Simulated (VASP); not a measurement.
A run of VASP 6.6.1 is set up as follows.

Contents of POSCAR:

```
ZnS
1.0
    3.8069588183      0.0000000000      0.0000000000
   -1.9034794091      3.2969230478      0.0000000000
    0.0000000000      0.0000000000      6.2466339621
Zn S
2 2
Direct
    0.3333333333      0.6666666667     -0.0467861958
    0.6666666667      0.3333333333      0.4532138042
    0.3333333333      0.6666666667      0.4217861958
    0.6666666667      0.3333333333      0.9217861958
```

File INCAR.step1:

```
PREC     = Accurate       # precision mode
ENCUT    = 520            # plane-wave cutoff, eV
ISMEAR   = 0              # smearing method
SIGMA    = 0.01           # smearing width, eV
LREAL    = False          # projectors in reciprocal space
LASPH    = True           # aspherical terms in the spheres
NELM     = 60             # most SCF steps
NBANDS   = 26             # bands
GGA      = PE             # functional
ALGO     = Normal         # electronic algorithm
EDIFF    = 1E-4           # SCF threshold, eV
LWAVE    = True           # write WAVECAR
LCHARG   = False          # write CHGCAR
```

Contents of INCAR.step2:

```
PREC     = Accurate       # precision mode
ENCUT    = 520            # plane-wave cutoff, eV
EDIFF    = 1E-6           # SCF threshold, eV
ISMEAR   = 0              # smearing method
SIGMA    = 0.01           # smearing width, eV
LREAL    = False          # projectors in reciprocal space
LASPH    = True           # aspherical terms in the spheres
NELM     = 60             # most SCF steps
ALGO     = Normal         # electronic algorithm
ISIF     = 2              # what is computed and relaxed
LWAVE    = False          # write WAVECAR
LCHARG   = False          # write CHGCAR
METAGGA  = R2SCAN         # meta-GGA
LMIXTAU  = True         
NBANDS   = 26             # bands
ISTART   = 1
```

The input KPOINTS:

```
regular mesh
0
Gamma
  9 9 4
```

Potentials or basis: VASP PAW PBE potentials, release 64 (Zn, S).

Launch:

```sh
$ cat potpaw_PBE.64/Zn/POTCAR potpaw_PBE.64/S/POTCAR > POTCAR
$ cp INCAR.step1 INCAR
$ mpirun -np 1 vasp_std > vasp.out
$ cp INCAR.step2 INCAR
$ mpirun -np 1 vasp_std > vasp.out
```

Problem. Estimate the pressure.

Solution. 5.1 GPa.

Problem. Estimate the band gap on the k mesh.

Solution. 3.13 eV.

Problem. Predict the largest force.

Solution. 0.489 eV/Å.

Forces on the atoms (eV/Å):
```
Zn   0.000  0.000  0.489
Zn   0.000  0.000  0.489
S    0.000  0.000 -0.489
S    0.000  0.000 -0.489
```

Caveat: the cell differs from its parent crystal (atoms displaced along a vibrational mode); the cell stands under pressure; the PAW data sets were made with another functional, which shifts forces and pressure a little; an odd mesh through Γ misses points on the zone boundary, where band edges can lie.
